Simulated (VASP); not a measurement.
# Si (I4_1/amd) in VASP: single point with r2SCAN

Aim: the single point of Si with r2SCAN.

Program: VASP 6.6.1. These are calculated values, not measurements. Logs are shortened: lines on timing, memory, paths and dates and some standing lists are left out, and cuts for length are marked.

## 1. The cell of the first run

It takes space group I4_1/amd (No. 141, tetragonal). Conventional cell: a = 4.743 Å, b = 4.743 Å, c = 2.446 Å, α = 90.00°, β = 90.00°, γ = 90.00°. Si (site symmetry -4m2) has 10 Si at 2.45 to 3.00 Å within 3.2 Å.

## 2. Single point, r2SCAN (strain +0.000 along x and y, -0.080 along z)

The input, POSCAR:

```
Si
1.0
   -2.3713723045      2.3713723045      1.2229241587
    2.3713723045     -2.3713723045      1.2229241587
    2.3713723045      2.3713723045     -1.2229241587
Si
2
Direct
    0.2500000000      0.7500000000      0.5000000000
    0.5000000000      0.5000000000      0.0000000000
```

The input, INCAR.step1:

```
ALGO     = Normal         # electronic algorithm
EDIFF    = 1E-5           # SCF threshold, eV
ENCUT    = 550            # plane-wave cutoff, eV
GGA      = PE             # functional
GGA_COMPAT= False        
ISMEAR   = 0              # smearing method
LASPH    = True           # aspherical terms in the spheres
LCHARG   = False          # write CHGCAR
LREAL    = False          # projectors in reciprocal space
LWAVE    = True           # write WAVECAR
NBANDS   = 11             # bands
NELM     = 120            # most SCF steps
PREC     = Accurate       # precision mode
SIGMA    = 0.15           # smearing width, eV
```

The input, INCAR.step2:

```
ALGO     = Normal         # electronic algorithm
EDIFF    = 1E-6           # SCF threshold, eV
ENCUT    = 550            # plane-wave cutoff, eV
GGA_COMPAT= False        
ISIF     = 2              # what is computed and relaxed
ISMEAR   = 0              # smearing method
ISTART   = 1            
LASPH    = True           # aspherical terms in the spheres
LCHARG   = True           # write CHGCAR
LELF     = True           # ELF
LMIXTAU  = True         
LREAL    = False          # projectors in reciprocal space
LVHAR    = True         
LWAVE    = False          # write WAVECAR
METAGGA  = R2SCAN         # meta-GGA
NBANDS   = 11             # bands
NELM     = 120            # most SCF steps
PREC     = Accurate       # precision mode
SIGMA    = 0.15           # smearing width, eV
```

The input, KPOINTS:

```
k-points
0
Gamma
  20 20 20
```

Potentials or basis: VASP PAW PBE potentials, release 64 (Si).

On the command line:

```bash
> cat potpaw_PBE.64/Si/POTCAR > POTCAR
> cp INCAR.step1 INCAR
> mpirun -np 1 vasp_std > vasp.out
> cp INCAR.step2 INCAR
> mpirun -np 1 vasp_std > vasp.out
```

OUTCAR:

```text
EDIFF = 1E-6
   ENCUT = 550
   ISIF = 2
   ISMEAR = 0
   ISTART = 1
   LASPH = True
   LREAL = False
   METAGGA = R2SCAN
   NELM = 120
   PREC = Accurate

 ion  position               nearest neighbor table
   1  0.250  0.750  0.500-   2 2.45   2 2.45   2 2.45   2 2.45   2 3.00   2 3.00   2 3.00   2 3.00

   2  0.500  0.500  0.000-   1 2.45   1 2.45   1 2.45   1 2.45   1 3.00   1 3.00   1 3.00   1 3.00

  LATTYP: Found a body centered tetragonal cell.
 ALAT       =     4.7427446090
 C/A-ratio  =     0.5157031464

  Lattice vectors:

 A1 = (  -2.3713723045,   2.3713723045,   1.2229241587)
 A2 = (   2.3713723045,  -2.3713723045,   1.2229241587)
 A3 = (   2.3713723045,   2.3713723045,  -1.2229241587)

Analysis of symmetry for initial positions (statically):
=====================================================================
 Subroutine PRICEL returns:
 Original cell was already a primitive cell.

 Routine SETGRP: Setting up the symmetry group for a
 body centered tetragonal supercell.

 Subroutine GETGRP returns: Found 16 space group operations
 (whereof  8 operations were pure point group operations)
 out of a pool of 16 trial point group operations.

The static configuration has the point symmetry D_2d.
 The point group associated with its full space group is D_4h.

Analysis of symmetry for dynamics (positions and initial velocities):
=====================================================================
 Subroutine PRICEL returns:
 Original cell was already a primitive cell.

 Routine SETGRP: Setting up the symmetry group for a
 body centered tetragonal supercell.

 Subroutine GETGRP returns: Found 16 space group operations
 (whereof  8 operations were pure point group operations)
 out of a pool of 16 trial point group operations.

The dynamic configuration has the point symmetry D_2d.
 The point group associated with its full space group is D_4h.

 Subroutine INISYM returns: Found 16 space group operations
 (whereof  8 operations are pure point group operations),
 and found     1 'primitive' translations

----------------------------------------------------------------------------------------

                                     Primitive cell

  volume of cell :      27.5080

  direct lattice vectors                    reciprocal lattice vectors
    -2.371372304  2.371372304  1.222924159     0.000000000  0.210848376  0.408856098
     2.371372304 -2.371372304  1.222924159     0.210848376  0.000000000  0.408856098
     2.371372304  2.371372304 -1.222924159     0.210848376  0.210848376  0.000000000

  length of vectors
     3.569643779  3.569643779  3.569643779     0.460022116  0.460022116  0.298184633

  position of ions in fractional coordinates (direct lattice)
     0.250000000  0.750000000  0.500000000
     0.500000000  0.500000000  0.000000000

  ion indices of the primitive-cell ions
   primitive index   ion index
                 1           1
                 2           2

----------------------------------------------------------------------------------------

 KPOINTS: k-points

Automatic generation of k-mesh.
 Grid dimensions read from file:
 generate k-points for:   20   20   20

 Generating k-lattice:

  Cartesian coordinates                     Fractional coordinates (reciprocal lattice)
     0.000000000  0.010542419  0.020442805     0.050000000 -0.000000000  0.000000000
     0.010542419  0.000000000  0.020442805    -0.000000000  0.050000000  0.000000000
     0.010542419  0.010542419  0.000000000     0.000000000  0.000000000  0.050000000

  Length of vectors
     0.023001106  0.023001106  0.014909232

  Shift w.r.t. Gamma in fractional coordinates (k-lattice)
     0.000000000  0.000000000  0.000000000

 Subroutine IBZKPT returns following result:
 ===========================================

 Found    641 irreducible k-points:

 Following reciprocal coordinates:
            Coordinates               Weight
  0.000000  0.000000  0.000000      1.000000
  0.050000 -0.000000  0.000000      8.000000
  0.100000 -0.000000  0.000000      8.000000
  0.150000 -0.000000  0.000000      8.000000
  0.200000 -0.000000  0.000000      8.000000
  0.250000 -0.000000  0.000000      8.000000
[... 16 lines left out ...]
 -0.400000  0.050000 -0.000000     16.000000
 -0.350000  0.050000 -0.000000     16.000000
 [... further k-points ...]
   k-points           NKPTS =    641   k-points in BZ     NKDIM =    641   number of bands    NBANDS=     11
   number of dos      NEDOS =    301   number of ions     NIONS =      2
   total plane-waves  NPLWV =  21952
   dimension x,y,z NGX =    28 NGY =   28 NGZ =   28
   dimension x,y,z NGXF=    56 NGYF=   56 NGZF=   56
   ions per type =               2
   NGX,Y,Z   is equivalent  to a cutoff of  13.04, 13.04, 13.04 a.u.
   NGXF,Y,Z  is equivalent  to a cutoff of  26.08, 26.08, 26.08 a.u.
 SYSTEM =  unknown system
   PREC   = accura    normal or accurate (medium, high low for compatibility)
   ISTART =      1    job   : 0-new  1-cont  2-samecut
   ICHARG =      0    charge: 1-file 2-atom 10-const
   ISPIN  =      1    spin polarized calculation?
   LNONCOLLINEAR =      F non collinear calculations
   LSORBIT =      F    spin-orbit coupling
   LASPH  =      T    aspherical Exc in radial PAW
   ENCUT  =  550.0 eV  40.42 Ry    6.36 a.u.   6.83  6.83  6.83*2*pi/ulx,y,z
   NELM   =    120;   NELMIN=  2; NELMDL=  0     # of ELM steps
   EDIFF  = 0.1E-05   stopping-criterion for ELM
   LREAL  =      F    real-space projection
   EDIFFG = 0.1E-04   stopping-criterion for IOM
   NSW    =      0    number of steps for IOM
   IBRION =     -1    ionic relax: 0-MD 1-quasi-New 2-CG
   NFREE  =      0    steps in history (QN), initial steepest desc. (CG)
   ISIF   =      2    stress and relaxation
   ISYM   =      2    0-nonsym 1-usesym 2-fastsym
   POTIM  = 0.5000    time-step for ionic-motion
   TEBEG  =    0.0;   TEEND  =   0.0 temperature during run
   PSTRESS=    0.0 pullay stress
   NELECT =       8.0000    total number of electrons
   NUPDOWN=      -1.0000    fix difference up-down
   EMIN   =  10.00;   EMAX   =-10.00  energy-range for DOS
   EFERMI =   0.00;   METHOD = LEGACY
   ISMEAR =     0;   SIGMA  =   0.15  broadening in eV -4-tet -1-fermi 0-gaus
   EFERMI_NEDOS =   21; number of points for ismear=-14 and -15
   IALGO  =     38    algorithm
   IMIX   =      4    mixing-type and parameters
     AMIX     =   0.40;   BMIX     =  1.00
     AMIX_MAG =   1.60;   BMIX_MAG =  1.00
  volume/ion in A,a.u.               =      13.75        92.82
  Fermi-wavevector in a.u.,A,eV,Ry     =   1.084639  2.049670 16.006458  1.176441
  Thomas-Fermi vector in A             =   2.220734
   LORBIT       =      0    0 simple, 1 ext, 2 COOP (PROOUT), +10 PAW based schemes
   METAGGA = R2SCAN    functional components
   LHFCALC =     F    Hartree Fock is set to
   AEXX    =    0.0000 exact exchange contribution
   IVDW    =     0    specifies the selected vdW correction
   LEPSILON=     F    determine dielectric tensor
   LRPA    =     F    only Hartree local field effects (RPA)
 non-spin polarized calculation
 Gauss-broadening in eV      SIGMA  =   0.15
  energy-cutoff  :      550.00
  volume of cell :       27.51
 maximum number of plane-waves:       818
   NGX = 13   NGY = 13   NGZ = 13

 number of electron       8.0000000 magnetization

 Free energy of the ion-electron system (eV)
  ---------------------------------------------------
  ext. energy  EPLUGINS =         0.00000000
  ---------------------------------------------------
  free energy    TOTEN  =       -16.53639126 eV

  energy without entropy =      -16.52942595  energy(sigma->0) =      -16.53290860

 E-fermi :  10.5022     XC(G=0): -11.9520

 val. band max:       10.4871813374   @ k =   0.4000   0.2000   0.0000
 cond. band min:      10.5090047295   @ k =  -0.2000   0.0500  -0.0000
 fundamental gap:      0.0218233921
 Fermi energy:        10.5022324199

 k-point     1 :       0.0000    0.0000    0.0000
  band No.  band energies     occupation
      1      -4.9771      2.00000
      2       7.1049      2.00000
      3       7.1049      2.00000
      4       7.7845      2.00000
      5      11.6887      0.00000
      6      18.6428      0.00000
      7      20.0759      0.00000
      8      20.0759      0.00000
      9      21.1797      0.00000
     10      23.3172      0.00000
     11      23.9683      0.00000

 k-point     2 :       0.0500   -0.0000    0.0000
  band No.  band energies     occupation
      1      -4.8960      2.00000
      2       6.8005      2.00000
      3       7.0848      2.00000
      4       8.2266      2.00000
      5      11.8610      0.00000
      6      18.2426      0.00000
      7      20.0235      0.00000
      8      20.1002      0.00000
      9      20.7274      0.00000
     10      22.9363      0.00000
     11      23.9867      0.00000

 k-point     3 :       0.1000   -0.0000    0.0000
  band No.  band energies     occupation
      1      -4.6532      2.00000
      2       6.4271      2.00000
      3       7.0452      2.00000
      4       9.0065      2.00000
      5      12.3555      0.00000
      6      17.4423      0.00000
      7      18.7372      0.00000
      8      20.1116      0.00000
      9      20.5821      0.00000
     10      21.4551      0.00000
     11      23.5533      0.00000

 k-point     4 :       0.1500   -0.0000    0.0000
  band No.  band energies     occupation
      1      -4.2492      2.00000
      2       6.1747      2.00000
      3       7.0309      2.00000
      4       9.9063      2.00000
      5      13.1211      0.00000
      6      16.5133      0.00000
      7      16.9276      0.00000
      8      19.3766      0.00000
      9      19.7620      0.00000
     10      20.8391      0.00000
     11      22.2180      0.00000

 k-point     5 :       0.2000   -0.0000    0.0000
  band No.  band energies     occupation
      1      -3.6850      2.00000
      2       6.0634      2.00000
      3       7.0831      2.00000
      4      10.8014      0.00480
      5      14.0952      0.00000
      6      14.9979      0.00000
      7      15.5188      0.00000
      8      18.1598      0.00000
      9      18.6063      0.00000
     10      20.0490      0.00000
     11      21.9958      0.00000
[... 211 lines left out ...]
 k-point    21 :       0.5000    0.0500    0.0000
  band No.  band energies     occupation
      1       1.7907      2.00000
      2       4.2405      2.00000
      3       7.0907      2.00000
      4       8.5910      2.00000
      5       9.9552      2.00000
      6      12.2372      0.00000
      7      15.0925      0.00000
      8      17.3134      0.00000
      9      19.8385      0.00000
     10      22.7539      0.00000
     11      23.0678      0.00000

 k-point    22 :      -0.4500    0.0500   -0.0000
  band No.  band energies     occupation
      1       0.4301      2.00000
      2       5.9461      2.00000
      3       6.4908      2.00000
      4       8.1977      2.00000
      5      10.6862      0.08286
      6      13.1308      0.00000
      7      15.1103      0.00000
      8      17.5229      0.00000
      9      18.6473      0.00000
     10      21.2066      0.00000
     11      24.2527      0.00000

 k-point    23 :      -0.4000    0.0500   -0.0000
  band No.  band energies     occupation
      1      -0.7853      2.00000
      2       5.9914      2.00000
      3       7.7245      2.00000
      4       7.7857      2.00000
      5      11.6323      0.00000
      6      14.2077      0.00000
      7      15.2266      0.00000
      8      16.8351      0.00000
      9      18.4924      0.00000
     10      19.5649      0.00000
     11      23.6576      0.00000

 k-point    24 :      -0.3500    0.0500   -0.0000
  band No.  band energies     occupation
      1      -1.8504      2.00000
      2       5.6290      2.00000
      3       7.3768      2.00000
      4       9.6135      2.00000
      5      12.6230      0.00000
      6      14.9057      0.00000
      7      15.2835      0.00000
      8      16.4673      0.00000
      9      18.0681      0.00000
     10      19.0951      0.00000
     11      22.8739      0.00000

 [... further k-points ...]

------------------------ aborting loop because EDIFF is reached ----------------------------------------

  FORCE on cell =-STRESS in cart. coord.  units (eV):
  Direction    XX          YY          ZZ          XY          YZ          ZX
  --------------------------------------------------------------------------------------
  -------------------------------------------------------------------------------------
  Total        1.8474815      1.8474815      3.5793657      0.0000000      0.0000000      0.0000000
  in kB      107.6048055    107.6048055    208.4767609      0.0000000      0.0000000      0.0000000
  external PRESSURE =     141.2287906 kB  Pullay stress =       0.0000000 kB

 VOLUME and BASIS-vectors are now :
 -----------------------------------------------------------------------------
  energy-cutoff  :      550.00
  volume of cell :       27.51
      direct lattice vectors                 reciprocal lattice vectors
    -2.371372304  2.371372304  1.222924159     0.000000000  0.210848376  0.408856098
     2.371372304 -2.371372304  1.222924159     0.210848376  0.000000000  0.408856098
     2.371372304  2.371372304 -1.222924159     0.210848376  0.210848376  0.000000000

 POSITION                                       TOTAL-FORCE (eV/Angst)
 -----------------------------------------------------------------------------------
      2.37137     -0.00000      0.61146        -0.000000     -0.000000     -0.000000
      0.00000      0.00000      1.22292         0.000000      0.000000      0.000000
 -----------------------------------------------------------------------------------
    total drift:                                0.000000      0.000000      0.000000

  FREE ENERGIE OF THE ION-ELECTRON SYSTEM (eV)
  ---------------------------------------------------
  free  energy   TOTEN  =       -16.5363912555 eV

  energy  without entropy=      -16.5294259473  energy(sigma->0) =      -16.53290860
```

It took 8.8 min on 1 thread of Intel Xeon Platinum 8259CL at 2.50GHz (Skylake/Cascade Lake), shared host; peak memory 0.29 GiB.

Results:

```
Free energy            : -16.5364 eV
Pressure               : 14.1 GPa
Band gap on the k mesh : zero (band 4 reaches 12.50 eV, above the bottom of band 5 at 5.72 eV)
```

Levels at points of the mesh, in eV from the Fermi level:
| k point | band 1 | band 2 | band 3 | band 4 | band 5 | band 6 | band 7 | band 8 |
| --- | --- | --- | --- | --- | --- | --- | --- | --- |
| (0.00, 0.00, 0.00) | -15.48 | -3.40 | -3.40 | -2.72 | 1.19 | 8.14 | 9.57 | 9.57 |
| (0.50, 0.00, 0.00) | -7.63 | -7.49 | -2.68 | -1.55 | -1.18 | 1.07 | 5.22 | 6.04 |
| (0.50, 0.50, 0.00) | -12.14 | -12.14 | -0.30 | -0.30 | 2.19 | 2.19 | 11.56 | 11.56 |
| (0.50, 0.50, 0.50) | -9.57 | -9.57 | -7.97 | -7.97 | 8.24 | 8.24 | 14.20 | 14.20 |

Caveat: the cell differs from its parent crystal (strain +0.000 along x and y, -0.080 along z); the PAW data sets were made with another functional, which shifts forces and pressure a little.
